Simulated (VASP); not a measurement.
Write the native input for VASP 6.6.1 that does the following.

```
Task                   : single point
Functional             : PBEsol
Dispersion             : D3(BJ)
Potentials or basis    : VASP PAW PBE potentials, release 64 (Pb_d, Se)
Cutoff                 : 520 eV
k mesh                 : 7 × 7 × 7
Occupations            : fermi-dirac, width 0.05 eV
Spin                   : no spin polarisation
Dipole correction      : no
Further INCAR settings : ALGO = Normal; EDIFF = 1e-06; NBANDS = 17
```

The structure of PbSe lies in POSCAR:

```
PbSe
1.0
    3.6487679380      0.0000000000      0.0000000000
    0.0000000000      3.6487679380      0.0000000000
    0.0000000000      0.0000000000      3.6487679380
Pb Se
1 1
Direct
    0.0000000000      0.0000000000      0.0000000000
    0.5000000000      0.5000000000      0.5000000000
```

The input as run:

INCAR

```
SYSTEM = PbSe
PREC     = Accurate       ! precision mode
ENCUT    = 520            ! plane-wave cutoff, eV
EDIFF    = 1E-6           ! SCF threshold, eV
ISMEAR   = -1             ! smearing method
SIGMA    = 0.05           ! smearing width, eV
LREAL    = .FALSE.        ! projectors in reciprocal space
LASPH    = .TRUE.         ! aspherical terms in the spheres
NELM     = 80             ! most SCF steps
ALGO     = Normal         ! electronic algorithm
ISIF     = 2              ! what is computed and relaxed
LWAVE    = .FALSE.        ! write WAVECAR
LCHARG   = .FALSE.        ! write CHGCAR
GGA      = PS             ! functional
IVDW     = 12             ! dispersion correction
NBANDS   = 17             ! bands
```

KPOINTS

```
Automatic mesh
0
G
  7 7 7
  0 0 0
```

Potentials or basis: VASP PAW PBE potentials, release 64 (Pb_d, Se).

Command:

```bash
$ cat potpaw_PBE.64/Pb_d/POTCAR potpaw_PBE.64/Se/POTCAR > POTCAR
$ mpirun -np 1 vasp_std > vasp.out
```

It gave:

* Pressure: 0.0 GPa
* Band gap on the k mesh: zero (band 10 reaches 6.49 eV, above the bottom of band 11 at 5.95 eV)
* Dispersion energy per atom: -0.424 eV

Caveat: the PAW data sets were made with another functional, which shifts forces and pressure a little; spin-orbit coupling is left out, which moves the levels of the heavy elements; pairwise dispersion overbinds metals, which lowers pressure and volume.

Wall time 11 s on 1 thread of Intel(R) Xeon(R) Platinum 8259CL CPU @ 2.50GHz (Skylake/Cascade Lake) (shared host), peak memory 0.17 GiB.
